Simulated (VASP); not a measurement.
Set up this calculation in VASP 6.6.1, as the native input.

```yaml
Task: single point
Functional: PBE
Dispersion: D4
Potentials_or_basis: VASP PAW PBE potentials, release 64 (Pb_d, Te)
Cutoff: 520 eV
k_mesh: 7 × 7 × 7
Occupations: fermi-dirac, width 0.05 eV
Spin: no spin polarisation
Dipole_correction: no
Further_INCAR_settings: ALGO = Normal; EDIFF = 1e-06; NBANDS = 17
```

The structure of TePb lies in POSCAR:

```
TePb
1.0
    0.0000000000      3.2523979746      3.2523979746
    3.2523979746      0.0000000000      3.2523979746
    3.2523979746      3.2523979746      0.0000000000
Pb Te
1 1
Direct
    0.0000000000      0.0000000000      0.0000000000
    0.5000000000      0.5000000000      0.5000000000
```

These files were run (other wordings do the same):

INCAR

```
ALGO = Normal
EDIFF = 1E-6
ENCUT = 520
GGA = PE
ISIF = 2
ISMEAR = -1
IVDW = 13
LASPH = T
LCHARG = F
LREAL = F
LWAVE = F
NBANDS = 17
NELM = 60
PREC = Accurate
SIGMA = 0.05
```

KPOINTS

```
k-points
0
Gamma
  7 7 7
```

Potentials or basis: VASP PAW PBE potentials, release 64 (Pb_d, Te).

Launch:

```bash
$ cat potpaw_PBE.64/Pb_d/POTCAR potpaw_PBE.64/Te/POTCAR > POTCAR
$ mpirun -np 1 vasp_std > vasp.out
```

Results of the run:

- Pressure: -0.7 GPa
- Dispersion energy per atom: -0.430 eV

Run time: 52 s on 1 thread of AMD EPYC 7R13, on a shared host, peak memory 0.18 GiB.
